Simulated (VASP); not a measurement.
# O: single point with LDA

O:

```
O
1.0
     0.00000    1.91475    3.95014
     1.52154    0.00000    3.95014
     1.52154    1.91475    0.00000
O
2
Direct
  0.42110 0.42110 0.57890
  0.57890 0.57890 0.42110
```

| Property | Result |
| --- | --- |
| Program | VASP 6.6.1 |
| Task | single point |
| Functional | LDA |
| Potentials or basis | VASP PAW LDA potentials, release 64 (O) |
| Cutoff | 520 eV |
| k mesh | 14 × 14 × 14 |
| Occupations | fermi-dirac, width 0.08 eV |
| Spin | no spin polarisation |

The pressure is -11.8 GPa, the largest force is 1.933 eV/Å and the band gap on the k mesh is zero (bands 6 and 7 overlap by 1.93 eV).

Forces on the atoms (eV/Å):
```
O    0.000  0.000  1.933
O    0.000  0.000 -1.933
```

Stress tensor (GPa, compression positive):
```
 -6.74   0.00   0.00
  0.00 -10.10   0.00
  0.00   0.00 -18.46
```

Levels at points of the mesh, in eV from the Fermi level:
```
           k point  band 3  band 4  band 5  band 6  band 7  band 8  band 9  band 10
(0.00, 0.00, 0.00)   -8.30   -4.86   -4.41    1.08    1.46    9.48    9.52    12.03
(0.50, 0.00, 0.00)   -8.63   -6.81   -4.53   -1.81    1.41    8.60   14.28    14.47
(0.50, 0.50, 0.00)   -7.11   -4.91   -4.44    1.20    1.52    5.82   10.24    12.94
(0.50, 0.00, 0.50)   -8.30   -6.83   -6.39   -1.29   -0.53    9.73   11.40    14.91
(0.00, 0.50, 0.50)   -8.17   -6.92   -6.04   -1.71   -0.27    9.01   11.37    16.60
```

It took 3.5 min on 1 thread of Oxide Virtual Turin-like Processor, with other jobs on the host, peak memory 0.17 GiB.

Caveat: the standard files for N, O and F lose accuracy on very short bonds; spin is off for a triplet molecule; the stress differs along the axes, from -18 to -7 GPa; forces of over 1 eV/Å act on the atoms, so gaps and moduli don't describe the material at rest.
